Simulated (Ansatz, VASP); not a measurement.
# Two plane-wave programs on Mo

Contents of INCAR:

```
  PREC = Accurate
  ENCUT = 520
  EDIFF = 1E-6
  ISMEAR = 0
  SIGMA = 0.15
  LREAL = False
  LASPH = True
  NELM = 100
  ALGO = Fast
  ISIF = 2
  LWAVE = False
  LCHARG = False
  GGA = PS
  NBANDS = 13
```

The input KPOINTS:

```
regular mesh
0
Gamma
  24 24 24
```

Contents of POSCAR:

```
Mo
1.0
    2.7423354202      0.0000000000      0.0479908699
   -1.3711677101      2.3749321396     -0.0239954349
    0.0436112438      0.0000000000      2.4920710759
Mo
1
Direct
    0.0000000000      0.0000000000      0.5000000000
```

Input for Ansatz:

```yaml
crystal:
  lattice:
    - [2.7423354202, 0.0, 0.0479908699]
    - [-1.3711677101, 2.3749321396, -0.0239954349]
    - [0.0436112438, 0.0, 2.4920710759]
  atoms:
    - { symbol: Mo, position: [0.0, 0.0, 0.5] }
basis:
  ecutwfc: 420
kpoints:
  mp_grid: { grid: [24, 24, 24] }
hamiltonian:
  xc: pbesol
scf:
  occupations: { method: gaussian, width: 0.15 }
output:
  forces: true
  stress: true
  eigenvalues: true
```

Change from the starting cell: strain +0.0350 x Voigt [0, 0, 0, 0, 1, 0], atoms carried along.

Alike in both runs: task single point; functional PBEsol; k mesh 24 × 24 × 24; occupations gaussian, width 0.15 eV; no spin polarisation.

|  | VASP | Ansatz |
| --- | --- | --- |
| version | VASP 6.6.1 | Ansatz 0.2.0 |
| potentials or method | VASP PAW PBE potentials, release 64 (Mo_sv), cutoff 520 eV | scalar-relativistic, plane waves, PAW |
| valence electrons in the cell | 14 | 14 |

|  | VASP | Ansatz | Ansatz less VASP |
| --- | --- | --- | --- |
| gap on the k mesh at the Fermi level (eV) | none | none | - |
| pressure (GPa) | 0.7 | 0.1 | -0.61 |
| traceless stress, the component that is largest in VASP (GPa) | 3.18 | 3.17 | -0.004 |

VASP's potentials were made for PBE, not for PBEsol. A gap of «none» marks a metal or a gap that the smearing closes. With one functional, cell and mesh, what is left measures potentials, basis and numerics.
